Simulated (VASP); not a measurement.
# Tl (Fd-3m) in VASP: further runs, part 2 of 2

VASP 6.6.1. Earlier steps stand in the parts before.

**3. Single point, PBE (36.10 Å³/atom)**

This run uses another cell than the first one, of 36.10 Å³/atom.

Contents of INCAR:

```
SYSTEM = Tl
PREC = Accurate ; ENCUT = 520
EDIFF = 1E-7 ; ISMEAR = -1
SIGMA = 0.05 ; LREAL = .FALSE.
LASPH = .TRUE. ; NELM = 100
ALGO = Normal ; ISIF = 2
LWAVE = .FALSE. ; LCHARG = .FALSE.
GGA = PE ; NBANDS = 20
```

Contents of KPOINTS:

```
regular mesh
0
G
  10 10 10
  0 0 0
```

Contents of POSCAR:

```
Tl
1.0
    0.0000000000      3.3049470367      3.3049470367
    3.3049470367      0.0000000000      3.3049470367
    3.3049470367      3.3049470367      0.0000000000
Tl
2
Direct
   -0.1250000000     -0.1250000000     -0.1250000000
    0.1250000000      0.1250000000      0.1250000000
```

Potentials or basis: VASP PAW PBE potentials, release 64 (Tl_d).

On the command line:

```sh
$ cat potpaw_PBE.64/Tl_d/POTCAR > POTCAR
$ mpirun -np 1 vasp_std > vasp.out
```

OUTCAR:

```text
SYSTEM = Tl
   PREC = Accurate
   ENCUT = 520
   EDIFF = 1E-7
   ISMEAR = -1
   LREAL = .FALSE.
   LASPH = .TRUE.
   NELM = 100
   ISIF = 2
   GGA = PE

 ion  position               nearest neighbor table
   1  0.875  0.875  0.875-   2 2.86   2 2.86   2 2.86   2 2.86
   2  0.125  0.125  0.125-   1 2.86   1 2.86   1 2.86   1 2.86

  LATTYP: Found a face centered cubic cell.
 ALAT       =     6.6098940734

  Lattice vectors:

 A1 = (   0.0000000000,   3.3049470367,   3.3049470367)
 A2 = (   3.3049470367,   0.0000000000,   3.3049470367)
 A3 = (   3.3049470367,   3.3049470367,   0.0000000000)

Analysis of symmetry for initial positions (statically):
=====================================================================
 Subroutine PRICEL returns:
 Original cell was already a primitive cell.

 Routine SETGRP: Setting up the symmetry group for a
 face centered cubic supercell.

 Subroutine GETGRP returns: Found 48 space group operations
 (whereof 12 operations were pure point group operations)
 out of a pool of 48 trial point group operations.

The static configuration has the point symmetry D_3d.
 The point group associated with its full space group is O_h .

Analysis of symmetry for dynamics (positions and initial velocities):
=====================================================================
 Subroutine PRICEL returns:
 Original cell was already a primitive cell.

 Routine SETGRP: Setting up the symmetry group for a
 face centered cubic supercell.

 Subroutine GETGRP returns: Found 48 space group operations
 (whereof 12 operations were pure point group operations)
 out of a pool of 48 trial point group operations.

The dynamic configuration has the point symmetry D_3d.
 The point group associated with its full space group is O_h .

[... 109 lines left out ...]
   NELECT =      26.0000    total number of electrons
   NUPDOWN=      -1.0000    fix difference up-down
   EMIN   =  10.00;   EMAX   =-10.00  energy-range for DOS
   EFERMI =   0.00;   METHOD = LEGACY
   ISMEAR =    -1;   SIGMA  =   0.05  broadening in eV -4-tet -1-fermi 0-gaus
   EFERMI_NEDOS =   21; number of points for ismear=-14 and -15
   IALGO  =     38    algorithm
   IMIX   =      4    mixing-type and parameters
     AMIX     =   0.40;   BMIX     =  1.00
     AMIX_MAG =   1.60;   BMIX_MAG =  1.00
  volume/ion in A,a.u.               =      36.10       243.61
  Fermi-wavevector in a.u.,A,eV,Ry     =   1.164729  2.201018 18.457568  1.356593
  Thomas-Fermi vector in A             =   2.301263
   LORBIT       =      0    0 simple, 1 ext, 2 COOP (PROOUT), +10 PAW based schemes
   GGA     = PE    functional components
   LHFCALC =     F    Hartree Fock is set to
   AEXX    =    0.0000 exact exchange contribution
   IVDW    =     0    specifies the selected vdW correction
   LEPSILON=     F    determine dielectric tensor
   LRPA    =     F    only Hartree local field effects (RPA)
 non-spin polarized calculation
  energy-cutoff  :      520.00
  volume of cell :       72.20
 maximum number of plane-waves:      1968
   NGX = 17   NGY = 17   NGZ = 17

 number of electron      25.9999996 magnetization

 Free energy of the ion-electron system (eV)
  ---------------------------------------------------
  ext. energy  EPLUGINS =         0.00000000
  ---------------------------------------------------
  free energy    TOTEN  =        -3.46272087 eV

  energy without entropy =       -3.44960034  energy(sigma->0) =       -3.45616061

 E-fermi :   4.2676     XC(G=0):  -8.7849

 val. band max:        4.2635556270   @ k =   0.4000   0.3000   0.0000
 cond. band min:       4.2945094301   @ k =  -0.4000   0.3000   0.1000
 fundamental gap:      0.0309538031
 Fermi energy:         4.2675567098

 k-point     1 :       0.0000    0.0000    0.0000
  band No.  band energies     occupation
      1      -7.8802      2.00000
      2      -7.8802      2.00000
      3      -7.8802      2.00000
      4      -7.7794      2.00000
      5      -7.7794      2.00000
      6      -6.9714      2.00000
[... 541 lines left out ...]
     19      14.3349      0.00000
     20      14.9740      0.00000

 [... further k-points ...]

------------------------ aborting loop because EDIFF is reached ----------------------------------------

  FORCE on cell =-STRESS in cart. coord.  units (eV):
  Direction    XX          YY          ZZ          XY          YZ          ZX
  --------------------------------------------------------------------------------------
  -------------------------------------------------------------------------------------
  Total        2.4880627      2.4880627      2.4880627     -0.0000000      0.0000000     -0.0000000
  in kB       55.2138963     55.2138963     55.2138963     -0.0000000      0.0000000     -0.0000000
  external PRESSURE =      55.2138963 kB  Pullay stress =       0.0000000 kB

 VOLUME and BASIS-vectors are now :
 -----------------------------------------------------------------------------
  energy-cutoff  :      520.00
  volume of cell :       72.20
      direct lattice vectors                 reciprocal lattice vectors
     0.000000000  3.304947037  3.304947037    -0.151288355  0.151288355  0.151288355
     3.304947037  0.000000000  3.304947037     0.151288355 -0.151288355  0.151288355
     3.304947037  3.304947037  0.000000000     0.151288355  0.151288355 -0.151288355

 POSITION                                       TOTAL-FORCE (eV/Angst)
 -----------------------------------------------------------------------------------
      5.78366      5.78366      5.78366        -0.000000      0.000000      0.000000
      0.82624      0.82624      0.82624         0.000000     -0.000000     -0.000000
 -----------------------------------------------------------------------------------
    total drift:                                0.000000      0.000000      0.000000

  FREE ENERGIE OF THE ION-ELECTRON SYSTEM (eV)
  ---------------------------------------------------
  free  energy   TOTEN  =        -3.4627208706 eV

  energy  without entropy=       -3.4496003401  energy(sigma->0) =       -3.45616061
```

OSZICAR:

```text
N       E                     dE             d eps       ncg     rms          rms(c)
DAV:   1     0.124261986094E+03    0.12426E+03   -0.13801E+04  1896   0.118E+03
DAV:   2    -0.109022471817E+01   -0.12535E+03   -0.12333E+03  2040   0.262E+02
DAV:   3    -0.348223869001E+01   -0.23920E+01   -0.23613E+01  2184   0.318E+01
DAV:   4    -0.350679721115E+01   -0.24559E-01   -0.24549E-01  2048   0.315E+00
DAV:   5    -0.350732038738E+01   -0.52318E-03   -0.52317E-03  2160   0.448E-01    0.424E+00
DAV:   6    -0.346857829981E+01    0.38742E-01   -0.72948E-02  2036   0.216E+00    0.284E+00
DAV:   7    -0.346308853959E+01    0.54898E-02   -0.37278E-02  2040   0.158E+00    0.769E-01
DAV:   8    -0.346265979405E+01    0.42875E-03   -0.47109E-03  1988   0.474E-01    0.570E-02
DAV:   9    -0.346269950703E+01   -0.39713E-04   -0.63290E-05  2096   0.572E-02    0.319E-02
DAV:  10    -0.346271987421E+01   -0.20367E-04   -0.24576E-05  1988   0.254E-02    0.305E-03
DAV:  11    -0.346272106417E+01   -0.11900E-05   -0.14204E-06  2116   0.726E-03    0.411E-03
DAV:  12    -0.346272085048E+01    0.21369E-06   -0.34981E-07  1628   0.417E-03    0.270E-04
DAV:  13    -0.346272087058E+01   -0.20096E-07   -0.71316E-09  1148   0.669E-04
   1 F= -.34627209E+01 E0= -.34561606E+01  d E =-.131205E-01
```

stdout:

```text
POSCAR found type information on POSCAR Tl
 POSCAR found :  1 types and       2 ions
 scaLAPACK will be used
 LDA part: xc-table for (Slater+PW92), standard interpolation
 POSCAR, INCAR and KPOINTS ok, starting setup
 FFT: planning ... GRIDC
 FFT: planning ... GRID_SOFT
 FFT: planning ... GRID
 WAVECAR not read
 entering main loop
```

It took 92 s on 1 thread of AMD EPYC 7R13, shared host; peak memory 0.2 GiB.

Results:

```yaml
Free_energy: -3.4627 eV
Pressure: 5.5 GPa
Band_gap_on_the_k_mesh: zero (bands 13 and 14 overlap by 3.93 eV)
```

Levels at points of the mesh, in eV from the Fermi level:
```csv
k point,band 9,band 10,band 11,band 12,band 13,band 14,band 15,band 16,band 17,band 18
"(0.00, 0.00, 0.00)",-11.08,-11.08,-9.58,0.13,2.82,2.82,2.82,4.49,4.49,4.49
"(0.50, 0.00, 0.00)",-11.03,-11.03,-7.58,-4.91,1.22,1.22,1.39,5.59,5.59,6.31
"(0.50, 0.50, 0.00)",-10.97,-10.97,-6.09,-6.09,-0.47,-0.47,2.55,2.55,10.30,10.30
```

Caveat: the cell stands under pressure; spin-orbit coupling is left out, which moves the levels of the heavy elements.

**4. Single point, PBE (36.10 Å³/atom)**

This run uses another cell than the first one, of 36.10 Å³/atom.

Contents of INCAR:

```
PREC     = Accurate       # precision mode
ENCUT    = 520            # plane-wave cutoff, eV
EDIFF    = 1E-6           # SCF threshold, eV
ISMEAR   = -1             # smearing method
SIGMA    = 0.05           # smearing width, eV
LREAL    = F              # projectors in reciprocal space
LASPH    = T              # aspherical terms in the spheres
NELM     = 100            # most SCF steps
ALGO     = Normal         # electronic algorithm
ISIF     = 2              # what is computed and relaxed
LWAVE    = F              # write WAVECAR
LCHARG   = F              # write CHGCAR
GGA      = PE             # functional
NBANDS   = 20             # bands
```

Contents of KPOINTS:

```
Automatic mesh
0
Gamma
  10 10 10
```

POSCAR is that of step 3.

On the command line:

```sh
$ cat potpaw_PBE.64/Tl_d/POTCAR > POTCAR
$ mpirun -np 1 vasp_std > vasp.out
```

Run time: 84 s. Hardware: 1 thread of AMD EPYC 7R13, shared host; peak memory 0.2 GiB.

It converged, with:

| Property | Result |
| --- | --- |
| Free energy | -3.4627 eV |
| Pressure | 5.5 GPa |
| Band gap on the k mesh | zero (bands 13 and 14 overlap by 3.93 eV) |

Levels at points of the mesh, in eV from the Fermi level:
| k point | band 10 | band 11 | band 12 | band 13 | band 14 | band 15 | band 16 | band 17 |
| --- | --- | --- | --- | --- | --- | --- | --- | --- |
| (0.00, 0.00, 0.00) | -11.08 | -9.58 | 0.13 | 2.82 | 2.82 | 2.82 | 4.49 | 4.49 |
| (0.50, 0.00, 0.00) | -11.03 | -7.58 | -4.91 | 1.22 | 1.22 | 1.39 | 5.59 | 5.59 |
| (0.50, 0.50, 0.00) | -10.97 | -6.09 | -6.09 | -0.47 | -0.47 | 2.55 | 2.55 | 10.30 |

Caveat: the cell stands under pressure; spin-orbit coupling is left out, which moves the levels of the heavy elements.

**5. Single point, PBE (40.61 Å³/atom)**

This run uses another cell than the first one, of 40.61 Å³/atom.

Contents of INCAR:

```
SYSTEM = Tl
PREC = Accurate
ENCUT = 520
EDIFF = 1E-6
ISMEAR = -1
SIGMA = 0.05
LREAL = .False.
LASPH = .True.
NELM = 80
ALGO = Normal
ISIF = 2
LWAVE = .False.
LCHARG = .False.
GGA = PE
NBANDS = 20
```

Contents of KPOINTS:

```
regular mesh
0
Gamma
  10 10 10
  0 0 0
```

Contents of POSCAR:

```
Tl
1.0
    0.0000000000      3.4372834336      3.4372834336
    3.4372834336      0.0000000000      3.4372834336
    3.4372834336      3.4372834336      0.0000000000
Tl
2
Direct
   -0.1250000000     -0.1250000000     -0.1250000000
    0.1250000000      0.1250000000      0.1250000000
```

On the command line:

```sh
$ cat potpaw_PBE.64/Tl_d/POTCAR > POTCAR
$ mpirun -np 1 vasp_std > vasp.out
```

Wall time 73 s (1 thread of AMD EPYC 7R13, shared host); peak memory 0.2 GiB.

The run converged. Its results:

* Free energy: -3.6643 eV
* Pressure: 1.9 GPa
* Band gap on the k mesh: zero (bands 13 and 14 overlap by 3.36 eV)

Levels at points of the mesh, in eV from the Fermi level:
| k point | band 10 | band 11 | band 12 | band 13 | band 14 | band 15 | band 16 | band 17 |
| --- | --- | --- | --- | --- | --- | --- | --- | --- |
| (0.00, 0.00, 0.00) | -11.13 | -9.01 | -0.77 | 2.45 | 2.45 | 2.45 | 4.13 | 4.13 |
| (0.50, 0.00, 0.00) | -11.08 | -7.36 | -4.78 | 0.95 | 1.08 | 1.08 | 5.16 | 5.16 |
| (0.50, 0.50, 0.00) | -11.03 | -6.00 | -6.00 | -0.37 | -0.37 | 2.34 | 2.34 | 9.30 |

Caveat: spin-orbit coupling is left out, which moves the levels of the heavy elements.

**6. Single point, PBE (40.61 Å³/atom)**

This run uses another cell than the first one, of 40.61 Å³/atom.

Contents of INCAR:

```
ALGO = Normal ; EDIFF = 1E-7
ENCUT = 520 ; GGA = PE
ISIF = 2 ; ISMEAR = -1
LASPH = T ; LCHARG = F
LREAL = F ; LWAVE = F
NBANDS = 20 ; NELM = 80
PREC = Accurate ; SIGMA = 0.05
```

Contents of KPOINTS:

```
k-points
0
Gamma
  10 10 10
```

POSCAR is that of step 5.

Potentials or basis: VASP PAW PBE potentials, release 64 (Tl_d).

On the command line:

```sh
$ cat potpaw_PBE.64/Tl_d/POTCAR > POTCAR
$ mpirun -np 1 vasp_std > vasp.out
```

Wall time 97 s (1 thread of AMD EPYC 7R13, shared host); peak memory 0.2 GiB.

The run converged. Its results:

| Item | Value |
| --- | --- |
| Free energy | -3.6643 eV |
| Pressure | 1.9 GPa |
| Band gap on the k mesh | zero (bands 13 and 14 overlap by 3.36 eV) |

Levels at points of the mesh, in eV from the Fermi level:
| k point | band 9 | band 10 | band 11 | band 12 | band 13 | band 14 | band 15 | band 16 | band 17 | band 18 |
| --- | --- | --- | --- | --- | --- | --- | --- | --- | --- | --- |
| (0.00, 0.00, 0.00) | -11.13 | -11.13 | -9.01 | -0.77 | 2.45 | 2.45 | 2.45 | 4.13 | 4.13 | 4.13 |
| (0.50, 0.00, 0.00) | -11.08 | -11.08 | -7.36 | -4.78 | 0.95 | 1.08 | 1.08 | 5.16 | 5.16 | 6.15 |
| (0.50, 0.50, 0.00) | -11.03 | -11.03 | -6.00 | -6.00 | -0.37 | -0.37 | 2.34 | 2.34 | 9.30 | 9.30 |

Caveat: spin-orbit coupling is left out, which moves the levels of the heavy elements.

**7. Overview**

| cell | gap on the mesh (eV) | pressure (GPa) |
| --- | --- | --- |
| a = 4.470 Å, angles 60.0°, 2 atoms | none | 12.4 |
| a = 4.674 Å, angles 60.0°, 2 atoms | none | 5.5 |
| a = 4.861 Å, angles 60.0°, 2 atoms | none | 1.9 |

Alike in all rows: task single point; level PBE; potentials or basis VASP PAW PBE potentials, release 64 (Tl_d); no spin polarisation; k mesh 10 × 10 × 10; cutoff (eV) 520; smearing fermi-dirac 0.05 eV.

Caveats: spin-orbit coupling is left out, which moves the levels of the heavy elements; the cell stands under pressure (at least some runs).

Total energies depend on the potentials used, so only differences within one code and one set of settings carry meaning.
